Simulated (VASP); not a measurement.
# Se (P3_121) in VASP: notebook

Se is run at these levels: PBEsol; tasks: electric field gradients.

Everything below comes from runs of VASP 6.6.1. Logs are shortened: lines on timing, memory, paths and dates and some standing lists are left out, and cuts for length are marked.

## 1. The cell of the first run

It takes space group P3_121 (No. 152, trigonal). Conventional cell: a = 4.323 Å, b = 4.323 Å, c = 4.954 Å, α = 90.00°, β = 90.00°, γ = 120.00°. Se (site symmetry 2) has 2 Se at 2.36 Å within 3.1 Å.

## 2. Electric field gradients, PBEsol (equal xx and yy strain of -1 %)

INCAR reads:

```
SYSTEM = Se
ALGO = Normal ; EDIFF = 1E-8
ENCUT = 520 ; GGA = PS
ISIF = 2 ; ISMEAR = -1
LASPH = .TRUE. ; LCHARG = .FALSE.
LEFG = .TRUE. ; LREAL = .FALSE.
LWAVE = .FALSE. ; NBANDS = 16
NELM = 60 ; PREC = Accurate
SIGMA = 0.03
```

KPOINTS reads:

```
k-points
0
G
  6 6 5
  0 0 0
```

POSCAR reads:

```
Se
1.0
    4.3225379494      0.0000000000      0.0000000000
   -2.1612689748      3.7434276731      0.0000000000
    0.0000000000      0.0000000000      4.9536000000
Se
3
Direct
    0.2254000000      0.0000000000      0.3333333333
    0.0000000000      0.2254000000      0.6666666667
    0.7746000000      0.7746000000      0.0000000000
```

Potentials or basis: VASP PAW PBE potentials, release 64 (Se).

The run is started by

```sh
$ cat potpaw_PBE.64/Se/POTCAR > POTCAR
$ mpirun -np 1 vasp_std > vasp.out
```

OUTCAR:

```text
SYSTEM = Se
   EDIFF = 1E-8
   ENCUT = 520
   GGA = PS
   ISIF = 2
   ISMEAR = -1
   LASPH = .TRUE.
   LREAL = .FALSE.
   NELM = 60
   PREC = Accurate

 ion  position               nearest neighbor table
   1  0.225  0.000  0.333-   3 2.36   2 2.36
   2  0.000  0.225  0.667-   3 2.36   1 2.36
   3  0.775  0.775  0.000-   1 2.36   2 2.36

  LATTYP: Found a hexagonal cell.
 ALAT       =     4.3225379494
 C/A-ratio  =     1.1459934090

  Lattice vectors:

 A1 = (   4.3225379494,   0.0000000000,   0.0000000000)
 A2 = (  -2.1612689748,   3.7434276731,   0.0000000000)
 A3 = (   0.0000000000,   0.0000000000,   4.9536000000)

Analysis of symmetry for initial positions (statically):
=====================================================================
 Subroutine PRICEL returns:
 Original cell was already a primitive cell.

 Routine SETGRP: Setting up the symmetry group for a
 hexagonal supercell.

 Subroutine GETGRP returns: Found  6 space group operations
 (whereof  2 operations were pure point group operations)
 out of a pool of 24 trial point group operations.

The static configuration has the point symmetry C_2 .
 The point group associated with its full space group is D_3 .

Analysis of symmetry for dynamics (positions and initial velocities):
=====================================================================
 Subroutine PRICEL returns:
 Original cell was already a primitive cell.

 Routine SETGRP: Setting up the symmetry group for a
 hexagonal supercell.

 Subroutine GETGRP returns: Found  6 space group operations
 (whereof  2 operations were pure point group operations)
 out of a pool of 24 trial point group operations.

The dynamic configuration has the point symmetry C_2 .
 The point group associated with its full space group is D_3 .

 Subroutine INISYM returns: Found  6 space group operations
 (whereof  2 operations are pure point group operations),
 and found     1 'primitive' translations

----------------------------------------------------------------------------------------

                                     Primitive cell

  volume of cell :      80.1547

  direct lattice vectors                    reciprocal lattice vectors
     4.322537949  0.000000000  0.000000000     0.231345569  0.133567426  0.000000000
    -2.161268975  3.743427673  0.000000000     0.000000000  0.267134853  0.000000000
     0.000000000  0.000000000  4.953600000     0.000000000  0.000000000  0.201873385

  length of vectors
     4.322537949  4.322537950  4.953600000     0.267134853  0.267134853  0.201873385

  position of ions in fractional coordinates (direct lattice)
     0.225400000  0.000000000  0.333333333
     0.000000000  0.225400000  0.666666667
     0.774600000  0.774600000  0.000000000

  ion indices of the primitive-cell ions
   primitive index   ion index
                 1           1
                 2           2
                 3           3

----------------------------------------------------------------------------------------

 KPOINTS: k-points

Automatic generation of k-mesh.
 Grid dimensions read from file:
 generate k-points for:    6    6    5

 Generating k-lattice:

  Cartesian coordinates                     Fractional coordinates (reciprocal lattice)
     0.038557595  0.022261238  0.000000000     0.166666667  0.000000000  0.000000000
     0.000000000  0.044522475  0.000000000     0.000000000  0.166666667  0.000000000
     0.000000000  0.000000000  0.040374677     0.000000000  0.000000000  0.200000000

  Length of vectors
     0.044522475  0.044522475  0.040374677

  Shift w.r.t. Gamma in fractional coordinates (k-lattice)
     0.000000000  0.000000000  0.000000000

 Subroutine IBZKPT returns following result:
 ===========================================

 Found     27 irreducible k-points:

 Following reciprocal coordinates:
            Coordinates               Weight
  0.000000  0.000000  0.000000      1.000000
  0.166667  0.000000  0.000000      6.000000
  0.333333  0.000000  0.000000      6.000000
  0.500000  0.000000  0.000000      3.000000
  0.166667  0.166667  0.000000      6.000000
  0.333333  0.166667  0.000000     12.000000
[... 16 lines left out ...]
  0.500000  0.000000  0.400000      6.000000
  0.166667  0.166667  0.400000     12.000000
 [... further k-points ...]
   k-points           NKPTS =     27   k-points in BZ     NKDIM =     27   number of bands    NBANDS=     16
   number of dos      NEDOS =    301   number of ions     NIONS =      3
   total plane-waves  NPLWV =  40960
   dimension x,y,z NGX =    32 NGY =   32 NGZ =   40
   dimension x,y,z NGXF=    64 NGYF=   64 NGZF=   80
   ions per type =               3
   NGX,Y,Z   is equivalent  to a cutoff of  12.31, 12.31, 13.42 a.u.
   NGXF,Y,Z  is equivalent  to a cutoff of  24.61, 24.61, 26.85 a.u.
 SYSTEM =  Se
   PREC   = accura    normal or accurate (medium, high low for compatibility)
   ISTART =      0    job   : 0-new  1-cont  2-samecut
   ICHARG =      2    charge: 1-file 2-atom 10-const
   ISPIN  =      1    spin polarized calculation?
   LNONCOLLINEAR =      F non collinear calculations
   LSORBIT =      F    spin-orbit coupling
   LASPH  =      T    aspherical Exc in radial PAW
   ENCUT  =  520.0 eV  38.22 Ry    6.18 a.u.   8.04  8.04  9.21*2*pi/ulx,y,z
   NELM   =     60;   NELMIN=  2; NELMDL= -5     # of ELM steps
   EDIFF  = 0.1E-07   stopping-criterion for ELM
   LREAL  =      F    real-space projection
   EDIFFG = 0.1E-06   stopping-criterion for IOM
   NSW    =      0    number of steps for IOM
   IBRION =     -1    ionic relax: 0-MD 1-quasi-New 2-CG
   NFREE  =      0    steps in history (QN), initial steepest desc. (CG)
   ISIF   =      2    stress and relaxation
   ISYM   =      2    0-nonsym 1-usesym 2-fastsym
   POTIM  = 0.5000    time-step for ionic-motion
   TEBEG  =    0.0;   TEEND  =   0.0 temperature during run
   PSTRESS=    0.0 pullay stress
   NELECT =      18.0000    total number of electrons
   NUPDOWN=      -1.0000    fix difference up-down
   EMIN   =  10.00;   EMAX   =-10.00  energy-range for DOS
   EFERMI =   0.00;   METHOD = LEGACY
   ISMEAR =    -1;   SIGMA  =   0.03  broadening in eV -4-tet -1-fermi 0-gaus
   EFERMI_NEDOS =   21; number of points for ismear=-14 and -15
   IALGO  =     38    algorithm
   IMIX   =      4    mixing-type and parameters
     AMIX     =   0.40;   BMIX     =  1.00
     AMIX_MAG =   1.60;   BMIX_MAG =  1.00
  volume/ion in A,a.u.               =      26.72       180.30
  Fermi-wavevector in a.u.,A,eV,Ry     =   0.995075  1.880420 13.472146  0.990175
  Thomas-Fermi vector in A             =   2.127070
   LORBIT       =      0    0 simple, 1 ext, 2 COOP (PROOUT), +10 PAW based schemes
   GGA     = PS    functional components
   LHFCALC =     F    Hartree Fock is set to
   AEXX    =    0.0000 exact exchange contribution
   IVDW    =     0    specifies the selected vdW correction
   LEPSILON=     F    determine dielectric tensor
   LRPA    =     F    only Hartree local field effects (RPA)
 non-spin polarized calculation
  energy-cutoff  :      520.00
  volume of cell :       80.15
 maximum number of plane-waves:      2182
   NGX = 17   NGY = 17   NGZ = 19

 number of electron      18.0000000 magnetization

 Free energy of the ion-electron system (eV)
  ---------------------------------------------------
  ext. energy  EPLUGINS =         0.00000000
  ---------------------------------------------------
  free energy    TOTEN  =       -11.48301857 eV

  energy without entropy =      -11.48301857  energy(sigma->0) =      -11.48301857

 E-fermi :   3.3152     XC(G=0):  -9.1273

 val. band max:        2.6714396554   @ k =  -0.1667   0.5000   0.4000
 cond. band min:       3.9075824535   @ k =   0.0000   0.0000   0.4000
 fundamental gap:      1.2361427981
 Fermi energy:         3.3152270463

 k-point     1 :       0.0000    0.0000    0.0000
  band No.  band energies     occupation
      1     -13.2469      2.00000
      2      -9.0324      2.00000
      3      -9.0324      2.00000
      4      -1.1127      2.00000
      5      -1.1127      2.00000
      6      -1.0718      2.00000
[... 8 lines left out ...]
     15       9.0549      0.00000
     16      11.0586      0.00000
[... 419 lines left out ...]
 k-point    24 :       0.1667    0.1667    0.4000
  band No.  band energies     occupation
      1     -12.2296      2.00000
      2     -11.3790      2.00000
      3      -7.4678      2.00000
      4      -2.7143      2.00000
      5      -1.7964      2.00000
      6      -1.1707      2.00000
[... 8 lines left out ...]
     15      10.6115      0.00000
     16      10.9859      0.00000

 [... further k-points ...]
[... 5 lines left out ...]
  --------------------------------------------------------------------------------------
  -------------------------------------------------------------------------------------
  Total        0.3631343      0.3631343      1.2939766     -0.0000000      0.0000000      0.0000000
  in kB        7.2585301      7.2585301     25.8647219     -0.0000000      0.0000000      0.0000000
  external PRESSURE =      13.4605941 kB  Pullay stress =       0.0000000 kB

 VOLUME and BASIS-vectors are now :
 -----------------------------------------------------------------------------
  energy-cutoff  :      520.00
  volume of cell :       80.15
      direct lattice vectors                 reciprocal lattice vectors
     4.322537949  0.000000000  0.000000000     0.231345569  0.133567426  0.000000000
    -2.161268975  3.743427673  0.000000000     0.000000000  0.267134853  0.000000000
     0.000000000  0.000000000  4.953600000     0.000000000  0.000000000  0.201873385

 POSITION                                       TOTAL-FORCE (eV/Angst)
 -----------------------------------------------------------------------------------
      0.97430      0.00000      1.65120         0.531399      0.000000      0.000000
     -0.48715      0.84377      3.30240        -0.265700      0.460205      0.000000
      1.67412      2.89966      0.00000        -0.265700     -0.460205      0.000000
 -----------------------------------------------------------------------------------
    total drift:                                0.000000      0.000000      0.000000

  FREE ENERGIE OF THE ION-ELECTRON SYSTEM (eV)
  ---------------------------------------------------
  free  energy   TOTEN  =       -11.4830185680 eV

  energy  without entropy=      -11.4830185679  energy(sigma->0) =      -11.48301857

 Electric field gradients (V/A^2)
---------------------------------------------------------------------
 ion       V_xx      V_yy      V_zz      V_xy      V_xz      V_yz
---------------------------------------------------------------------
   1     157.175  -330.609   173.433    -0.000     0.000   315.565
   2    -208.662    35.229   173.433  -211.217  -273.288  -157.783
   3    -208.662    35.229   173.433   211.216   273.288  -157.783
---------------------------------------------------------------------

 Electric field gradients after diagonalization (V/A^2)
 (convention: |V_zz| > |V_xx| > |V_yy|)
----------------------------------------------------------------------
 ion       V_xx      V_yy      V_zz     asymmetry (V_yy - V_xx)/ V_zz
----------------------------------------------------------------------
   1     325.264   157.175  -482.439       0.348
   2     325.264   157.175  -482.439       0.348
   3     325.264   157.175  -482.439       0.348
----------------------------------------------------------------------

           NMR quadrupolar parameters

 Cq : quadrupolar parameter    Cq=e*Q*V_zz/h
 eta: asymmetry parameters     (V_yy - V_xx)/ V_zz
 Q  : nuclear electric quadrupole moment in mb (millibarn)
----------------------------------------------------------------------
 ion       Cq(MHz)       eta       Q (mb)
----------------------------------------------------------------------
   1      -1.167       0.348       1.000
   2      -1.167       0.348       1.000
   3      -1.167       0.348       1.000
----------------------------------------------------------------------
```

It used 25 s of CPU time on 1 thread of Intel Xeon 6975P-C, with other jobs on the host.

Results:

```yaml
Free_energy: -11.4830 eV
Pressure: 1.3 GPa
Largest_force: 0.531 eV/Å
Band_gap_on_the_k_mesh: 1.24 eV, indirect (least direct gap 1.42 eV)
```

Forces in eV/Å, atoms in the order of the input:
```
Se   0.531  0.000  0.000
Se  -0.266  0.460  0.000
Se  -0.266 -0.460  0.000
```

Electric field gradients, principal values (V/Å²):
```csv
atom,least,middle,greatest (by size)
1 Se,157.175,325.264,-482.439
2 Se,157.175,325.264,-482.439
3 Se,157.175,325.264,-482.439
```

Caveat: the cell differs from its parent crystal (equal xx and yy strain of -1 %); without QUAD_EFG the Cq values of the log hold for a quadrupole moment of 1 mb, not for the nuclei; the PAW data sets were made with another functional, which shifts forces and pressure a little.

## 3. Electric field gradients, PBEsol (equal xx and yy strain of +2 %)

INCAR reads:

```
PREC = Accurate
ENCUT = 520
EDIFF = 1E-8
ISMEAR = -1
SIGMA = 0.03
LREAL = False
LASPH = True
NELM = 60
ALGO = Normal
ISIF = 2
LWAVE = False
LCHARG = False
GGA = PS
LEFG = True
NBANDS = 16
```

KPOINTS reads:

```
regular mesh
0
Gamma
  6 6 5
```

POSCAR reads:

```
Se
1.0
    4.4535239479      0.0000000000      0.0000000000
   -2.2267619740      3.8568648753      0.0000000000
    0.0000000000      0.0000000000      4.9536000000
Se
3
Direct
    0.2254000000      0.0000000000      0.3333333333
    0.0000000000      0.2254000000      0.6666666667
    0.7746000000      0.7746000000      0.0000000000
```

Potentials or basis: VASP PAW PBE potentials, release 64 (Se).

The run is started by

```sh
$ cat potpaw_PBE.64/Se/POTCAR > POTCAR
$ mpirun -np 1 vasp_std > vasp.out
```

OUTCAR:

```text
PREC = Accurate
   ENCUT = 520
   EDIFF = 1E-8
   ISMEAR = -1
   LREAL = False
   LASPH = True
   NELM = 60
   ISIF = 2
   GGA = PS

 ion  position               nearest neighbor table
   1  0.225  0.000  0.333-   3 2.40   2 2.40
   2  0.000  0.225  0.667-   3 2.40   1 2.40
   3  0.775  0.775  0.000-   1 2.40   2 2.40

  LATTYP: Found a hexagonal cell.
 ALAT       =     4.4535239479
 C/A-ratio  =     1.1122877205

  Lattice vectors:

 A1 = (   4.4535239479,   0.0000000000,   0.0000000000)
 A2 = (  -2.2267619740,   3.8568648753,   0.0000000000)
[... 675 lines left out ...]

  energy  without entropy=      -11.4665029935  energy(sigma->0) =      -11.46650299

 Electric field gradients (V/A^2)
---------------------------------------------------------------------
 ion       V_xx      V_yy      V_zz      V_xy      V_xz      V_yz
---------------------------------------------------------------------
   1     173.364  -331.813   158.448    -0.000    -0.000   336.896
   2    -205.518    47.070   158.448  -218.748  -291.761  -168.448
   3    -205.518    47.070   158.448   218.748   291.761  -168.448
---------------------------------------------------------------------

 Electric field gradients after diagonalization (V/A^2)
 (convention: |V_zz| > |V_xx| > |V_yy|)
----------------------------------------------------------------------
 ion       V_xx      V_yy      V_zz     asymmetry (V_yy - V_xx)/ V_zz
----------------------------------------------------------------------
   1     329.957   173.364  -503.321       0.311
   2     329.957   173.364  -503.321       0.311
   3     329.956   173.364  -503.321       0.311
----------------------------------------------------------------------

           NMR quadrupolar parameters

 Cq : quadrupolar parameter    Cq=e*Q*V_zz/h
 eta: asymmetry parameters     (V_yy - V_xx)/ V_zz
 Q  : nuclear electric quadrupole moment in mb (millibarn)
----------------------------------------------------------------------
 ion       Cq(MHz)       eta       Q (mb)
----------------------------------------------------------------------
   1      -1.217       0.311       1.000
   2      -1.217       0.311       1.000
   3      -1.217       0.311       1.000
----------------------------------------------------------------------
```

OSZICAR:

```text
N       E                     dE             d eps       ncg     rms          rms(c)
DAV:   1     0.797281489765E+02    0.79728E+02   -0.70933E+03   864   0.922E+02
DAV:   2    -0.638866332467E+01   -0.86117E+02   -0.82014E+02  1152   0.154E+02
DAV:   3    -0.115360841144E+02   -0.51474E+01   -0.51305E+01  1104   0.424E+01
DAV:   4    -0.115709911822E+02   -0.34907E-01   -0.34903E-01  1120   0.416E+00
DAV:   5    -0.115712406623E+02   -0.24948E-03   -0.24948E-03  1112   0.348E-01    0.665E+00
DAV:   6    -0.114965859734E+02    0.74655E-01   -0.35751E-02  1064   0.115E+00    0.408E+00
DAV:   7    -0.114670755546E+02    0.29510E-01   -0.72579E-02  1056   0.160E+00    0.187E-01
DAV:   8    -0.114664248189E+02    0.65074E-03   -0.79052E-03   968   0.534E-01    0.813E-02
DAV:   9    -0.114664896906E+02   -0.64872E-04   -0.23269E-04  1192   0.986E-02    0.266E-02
DAV:  10    -0.114665018288E+02   -0.12138E-04   -0.26398E-05  1064   0.332E-02    0.583E-03
DAV:  11    -0.114665030315E+02   -0.12028E-05   -0.41340E-06  1144   0.118E-02    0.356E-03
DAV:  12    -0.114665029958E+02    0.35767E-07   -0.80858E-07  1120   0.552E-03    0.661E-04
DAV:  13    -0.114665029918E+02    0.40136E-08   -0.11702E-07  1152   0.189E-03    0.299E-04
DAV:  14    -0.114665029936E+02   -0.18646E-08   -0.10490E-08   816   0.633E-04
   1 F= -.11466503E+02 E0= -.11466503E+02  d E =-.965047E-10
```

Wall time 53 s (1 thread of Intel Xeon 6975P-C, shared host); peak memory 0.22 GiB.

Results:

```
Free energy            : -11.4665 eV
Pressure               : -1.4 GPa
Largest force          : 0.052 eV/Å
Band gap on the k mesh : 1.23 eV, indirect (least direct gap 1.53 eV)
```

Forces in eV/Å, atoms in the order of the input:
```
Se  -0.052  0.000  0.000
Se   0.026 -0.045  0.000
Se   0.026  0.045  0.000
```

Electric field gradients, principal values (V/Å²):
| atom | least | middle | greatest (by size) |
| --- | --- | --- | --- |
| 1 Se | 173.364 | 329.957 | -503.321 |
| 2 Se | 173.364 | 329.957 | -503.321 |
| 3 Se | 173.364 | 329.956 | -503.321 |

Caveat: the cell differs from its parent crystal (equal xx and yy strain of +2 %); without QUAD_EFG the Cq values of the log hold for a quadrupole moment of 1 mb, not for the nuclei; the PAW data sets were made with another functional, which shifts forces and pressure a little.

(Part 1 of 2 ends here.)
